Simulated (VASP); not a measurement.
Set up this calculation in VASP 6.6.1, as the native input.

* Task: single point
* Functional: PBE
* Potentials or basis: VASP PAW PBE potentials, release 64 (Zn, S, O)
* Cutoff: 520 eV
* k mesh: 6 × 6 × 6
* Occupations: gaussian, width 0.1 eV
* Spin: no spin polarisation
* Dipole correction: no
* Further INCAR settings: ALGO = Normal; EDIFF = 1e-06; NBANDS = 46

The structure of Zn4S3O lies in POSCAR:

```
Zn4S3O
1.0
   -2.6225829000      2.6225829000      5.1995407000
    2.6225829000     -2.6225829000      5.1995407000
    2.6225829000      2.6225829000     -5.1995407000
Zn S O
4 3 1
Direct
    0.6615950000      0.6615950000      0.5528380000
    0.8912430000      0.3384050000      0.0000000000
    0.1087570000      0.1087570000      0.4471620000
    0.3384050000      0.8912430000      0.0000000000
    0.2500000000      0.7500000000      0.5000000000
    0.5000000000      0.5000000000      0.0000000000
    0.7500000000      0.2500000000      0.5000000000
    0.0000000000      0.0000000000      0.0000000000
```

One way to write it, as run:

INCAR

```
PREC = Accurate ; ENCUT = 520
EDIFF = 1E-6 ; ISMEAR = 0
SIGMA = 0.1 ; LREAL = F
LASPH = T ; NELM = 80
ALGO = Normal ; ISIF = 2
LWAVE = F ; LCHARG = F
GGA = PE ; NBANDS = 46
```

KPOINTS

```
Automatic mesh
0
Gamma
  6 6 6
```

Potentials or basis: VASP PAW PBE potentials, release 64 (Zn, S, O).

Command:

```sh
$ cat potpaw_PBE.64/Zn/POTCAR potpaw_PBE.64/S/POTCAR potpaw_PBE.64/O/POTCAR > POTCAR
$ mpirun -np 1 vasp_std > vasp.out
```

Results of the run:

- Pressure: 0.2 GPa
- Largest force: 0.023 eV/Å
- Band gap on the k mesh: 1.34 eV

Wall time 3.3 min on 1 thread of AMD EPYC 9R45 96-Core Processor (Zen 5), on a shared host, peak memory 0.38 GiB.
